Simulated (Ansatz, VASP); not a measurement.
**Two plane-wave programs on HgTe**

POSCAR

```
HgTe
1.0
    0.0000000000      2.6917743006      2.6917743006
    2.6917743006      0.0000000000      2.6917743006
    2.6917743006      2.6917743006      0.0000000000
Hg Te
1 1
Direct
    0.0000000000      0.0000000000      0.0000000000
    0.2500000000      0.2500000000      0.2500000000
```

The input INCAR.step1:

```
SYSTEM = HgTe
PREC = Accurate
ENCUT = 520
ISMEAR = -1
SIGMA = 0.08
LREAL = .False.
LASPH = .True.
NELM = 80
NBANDS = 16
GGA = PE
ALGO = Normal
EDIFF = 1E-4
LWAVE = .True.
LCHARG = .False.
```

Contents of INCAR.step2:

```
SYSTEM = HgTe
PREC = Accurate
ENCUT = 520
EDIFF = 1E-6
ISMEAR = -1
SIGMA = 0.08
LREAL = .False.
LASPH = .True.
NELM = 80
ALGO = Normal
ISIF = 2
LWAVE = .False.
LCHARG = .False.
METAGGA = R2SCAN
LMIXTAU = .True.
NBANDS = 16
ISTART = 1
```

The input KPOINTS:

```
Automatic mesh
0
Gamma
  12 12 12
  0 0 0
```

Input for Ansatz:

```yaml
crystal:
  lattice:
    - [0.0, 2.6917743006, 2.6917743006]
    - [2.6917743006, 0.0, 2.6917743006]
    - [2.6917743006, 2.6917743006, 0.0]
  atoms:
    - { symbol: Hg, position: [0.0, 0.0, 0.0] }
    - { symbol: Te, position: [0.25, 0.25, 0.25] }
kpoints:
  mp_grid: { grid: [12, 12, 12] }
scf:
  occupations: { method: fermi_dirac, width: 0.08 }
hamiltonian:
  xc: r2scan
  pseudopotentials: { kind: paw, source: ansatz }
output:
  forces: true
  stress: true
  eigenvalues: true
  write_density: true
  write_potential: true
  elf: true
  volumetric_format: npy
```

Change from the starting cell: volume scaled by 0.55, PAW files, source ansatz.

Alike in both runs: task single point; functional r2SCAN; k mesh 12 × 12 × 12; occupations fermi-dirac, width 0.08 eV; no spin polarisation.

|  | VASP | Ansatz |
| --- | --- | --- |
| version | VASP 6.6.1 | Ansatz 0.2.0 |
| potentials or method | VASP PAW PBE potentials, release 64 (Hg, Te) | PAW with other files of Ansatz's library (source ansatz), scalar-relativistic |
| plane-wave cutoff (eV) | 520 | 690 |
| valence electrons in the cell | 18 | 36 |

|  | VASP | Ansatz | Ansatz less VASP |
| --- | --- | --- | --- |
| pressure (GPa) | 109.8 | 109.1 | -0.75 |

VASP's potentials were made for PBE, not for r2SCAN. Both programs put the cell under a high pressure, so it lies far from rest at this level. VASP's potentials hold 18 valence electrons a cell and Ansatz's 36, so a difference there can come from the potentials and not from the codes.

Spin-orbit coupling is off throughout. Noted on VASP's run: the cell as given lies far from equilibrium.
